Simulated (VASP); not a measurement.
Input of a VASP 6.6.1 run:

Contents of INCAR:

```
PREC     = Accurate       # precision mode
ENCUT    = 520            # plane-wave cutoff, eV
EDIFF    = 1E-6           # SCF threshold, eV
ISMEAR   = 0              # smearing method
SIGMA    = 0.1            # smearing width, eV
LREAL    = False          # projectors in reciprocal space
LASPH    = True           # aspherical terms in the spheres
NELM     = 80             # most SCF steps
ALGO     = Normal         # electronic algorithm
ISIF     = 2              # what is computed and relaxed
LWAVE    = False          # write WAVECAR
LCHARG   = False          # write CHGCAR
GGA      = PE             # functional
NBANDS   = 32             # bands
```

The input KPOINTS:

```
regular mesh
0
Gamma
  6 6 6
```

POSCAR

```
BaMo2Pd
1.0
    2.2331275983      1.2892968200      6.0142973366
   -2.2331275983      1.2892968200      6.0142973366
    0.0000000000     -2.5785936400      6.0142973365
Ba Mo Pd
1 2 1
Direct
    0.0000000000      0.0000000000      0.0000000000
    0.1921582000      0.1921582000      0.1921582000
    0.8078418000      0.8078418000      0.8078418000
    0.5000000000      0.5000000000      0.5000000000
```

Potentials or basis: VASP PAW PBE potentials, release 64 (Ba_sv, Mo_sv, Pd).

Launch:

```bash
$ cat potpaw_PBE.64/Ba_sv/POTCAR potpaw_PBE.64/Mo_sv/POTCAR potpaw_PBE.64/Pd/POTCAR > POTCAR
$ mpirun -np 1 vasp_std > vasp.out
```

Task: Estimate the pressure.

Result: 0.3 GPa.

Task: What does it give for the largest force?

Result: 0.018 eV/Å.

Task: Estimate the band gap on the k mesh.

Result: Zero (bands 24 and 25 overlap by 0.39 eV).

Forces on the atoms (eV/Å):
```
Ba   0.000  0.000  0.000
Mo   0.000  0.000  0.018
Mo   0.000  0.000 -0.018
Pd   0.000  0.000  0.000
```

Caveat: spin-orbit coupling is left out, which moves the levels of the heavy elements.
